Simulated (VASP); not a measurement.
# As (R-3m) in VASP: notebook, part 2 of 2

VASP 6.6.1.

### Step 4. Single point, PBE

This run uses another cell than the first one, of 20.38 Å³/atom, 1.168 times its volume.

File INCAR:

```
SYSTEM = As
  PREC = Accurate
  ENCUT = 520
  EDIFF = 1E-7
  ISMEAR = -1
  SIGMA = 0.05
  LREAL = .FALSE.
  LASPH = .TRUE.
  NELM = 100
  ALGO = Normal
  ISIF = 2
  LWAVE = .FALSE.
  LCHARG = .FALSE.
  GGA = PE
  NBANDS = 12
```

File KPOINTS:

```
regular mesh
0
G
  9 9 9
  0 0 0
```

File POSCAR:

```
As
1.0
    1.8836324088      1.0875156783      3.3161077580
   -1.8836324088      1.0875156783      3.3161077580
    0.0000000000     -2.1750313566      3.3161077580
As
2
Direct
    0.2312745269      0.2312745269      0.2312745269
    0.7687254731      0.7687254731      0.7687254731
```

Potentials or basis: VASP PAW PBE potentials, release 64 (As).

Started as:

```console
cat potpaw_PBE.64/As/POTCAR > POTCAR
mpirun -np 1 vasp_std > vasp.out
```

OUTCAR:

```text
SYSTEM = As
   PREC = Accurate
   ENCUT = 520
   EDIFF = 1E-7
   ISMEAR = -1
   LREAL = .FALSE.
   LASPH = .TRUE.
   NELM = 100
   ISIF = 2
   GGA = PE

 ion  position               nearest neighbor table
   1  0.231  0.231  0.231-   2 2.53   2 2.53   2 2.53
   2  0.769  0.769  0.769-   1 2.53   1 2.53   1 2.53

  LATTYP: Found a trigonal (rhomboedric) cell.
 ALAT       =     3.9657700469
 COS(alpha) =     0.5488019154

  Lattice vectors:

[... 544 lines left out ...]

 [... further k-points ...]

------------------------ aborting loop because EDIFF is reached ----------------------------------------

  FORCE on cell =-STRESS in cart. coord.  units (eV):
  Direction    XX          YY          ZZ          XY          YZ          ZX
  --------------------------------------------------------------------------------------
  -------------------------------------------------------------------------------------
  Total        1.3615112      1.3615112      1.3314593      0.0000000     -0.0000000      0.0000000
  in kB       53.5205099     53.5205099     52.3391780      0.0000000     -0.0000000      0.0000000
  external PRESSURE =      53.1267326 kB  Pullay stress =       0.0000000 kB

 VOLUME and BASIS-vectors are now :
 -----------------------------------------------------------------------------
  energy-cutoff  :      520.00
  volume of cell :       40.76
      direct lattice vectors                 reciprocal lattice vectors
     1.883632409  1.087515678  3.316107758     0.265444573  0.153254496  0.100519452
    -1.883632409  1.087515678  3.316107758    -0.265444573  0.153254496  0.100519452
     0.000000000 -2.175031357  3.316107758     0.000000000 -0.306508991  0.100519452

 POSITION                                       TOTAL-FORCE (eV/Angst)
 -----------------------------------------------------------------------------------
      0.00000      0.00000      2.30079         0.000000      0.000000      0.051640
      0.00000      0.00000      7.64753         0.000000      0.000000     -0.051640
 -----------------------------------------------------------------------------------
    total drift:                                0.000000      0.000000     -0.000000

  FREE ENERGIE OF THE ION-ELECTRON SYSTEM (eV)
  ---------------------------------------------------
  free  energy   TOTEN  =        -9.2919953792 eV

  energy  without entropy=       -9.2905710765  energy(sigma->0) =       -9.29128323
```

OSZICAR:

```text
N       E                     dE             d eps       ncg     rms          rms(c)
DAV:   1     0.291397690705E+02    0.29140E+02   -0.42537E+03  2048   0.699E+02
DAV:   2    -0.772809257608E+01   -0.36868E+02   -0.35136E+02  2776   0.111E+02
DAV:   3    -0.929506856218E+01   -0.15670E+01   -0.15605E+01  2512   0.236E+01
DAV:   4    -0.930210718407E+01   -0.70386E-02   -0.70381E-02  2340   0.181E+00
DAV:   5    -0.930212241357E+01   -0.15230E-04   -0.15230E-04  2560   0.912E-02    0.340E+00
DAV:   6    -0.929527820534E+01    0.68442E-02   -0.36493E-03  2276   0.393E-01    0.204E+00
DAV:   7    -0.929183422350E+01    0.34440E-02   -0.86319E-03  2344   0.617E-01    0.892E-02
DAV:   8    -0.929195992481E+01   -0.12570E-03   -0.20358E-04  2452   0.872E-02    0.277E-02
DAV:   9    -0.929199580462E+01   -0.35880E-04   -0.41839E-05  2404   0.427E-02    0.894E-03
DAV:  10    -0.929199540416E+01    0.40046E-06   -0.24189E-06  2476   0.869E-03    0.271E-03
DAV:  11    -0.929199537916E+01    0.24996E-07   -0.49114E-07  2396   0.420E-03
   1 F= -.92919954E+01 E0= -.92912832E+01  d E =-.142430E-02
```

stdout:

```text
POSCAR found type information on POSCAR As
 POSCAR found :  1 types and       2 ions
 scaLAPACK will be used
 LDA part: xc-table for (Slater+PW92), standard interpolation
 POSCAR, INCAR and KPOINTS ok, starting setup
 FFT: planning ... GRIDC
 FFT: planning ... GRID_SOFT
 FFT: planning ... GRID
 WAVECAR not read
 entering main loop
```

It took 28 s on 1 thread of Intel Xeon Platinum 8488C (Sapphire Rapids), shared host; peak memory 0.17 GiB.

What came out:

| Property | Result |
| --- | --- |
| Free energy | -9.2920 eV |
| Pressure | 5.3 GPa |
| Largest force | 0.052 eV/Å |
| Band gap on the k mesh | 0.06 eV, indirect (least direct gap 0.60 eV) |

Forces on the atoms (eV/Å):
```
As   0.000  0.000  0.052
As   0.000  0.000 -0.052
```

Stress tensor (GPa, compression positive):
```
5.35 0.00 0.00
0.00 5.35 0.00
0.00 0.00 5.23
```

Levels at points of the mesh, in eV from the valence-band top:
| k point | band 2 | band 3 | band 4 | band 5 | band 6 | band 7 | band 8 | band 9 |
| --- | --- | --- | --- | --- | --- | --- | --- | --- |
| (0.00, 0.00, 0.00) | -5.39 | -2.38 | -2.11 | -2.11 | 2.27 | 3.25 | 3.25 | 6.41 |

A k mesh can miss the band edges.

### Step 5. Overview

```tsv
cell	gap on the mesh (eV)	pressure (GPa)	largest force (eV/Å)
a = 3.697 Å, angles 59.0°, 2 atoms	none	20.6	0.05
a = 3.847 Å, angles 57.8°, 2 atoms	none	10.4	0.05
a = 3.966 Å, angles 56.7°, 2 atoms	0.06	5.3	0.05
```

Alike in all rows: task single point; level PBE; potentials or basis VASP PAW PBE potentials, release 64 (As); no spin polarisation; k mesh 9 × 9 × 9; cutoff (eV) 520; smearing fermi-dirac 0.05 eV.

Total energies depend on the potentials used, so only differences within one code and one set of settings carry meaning.
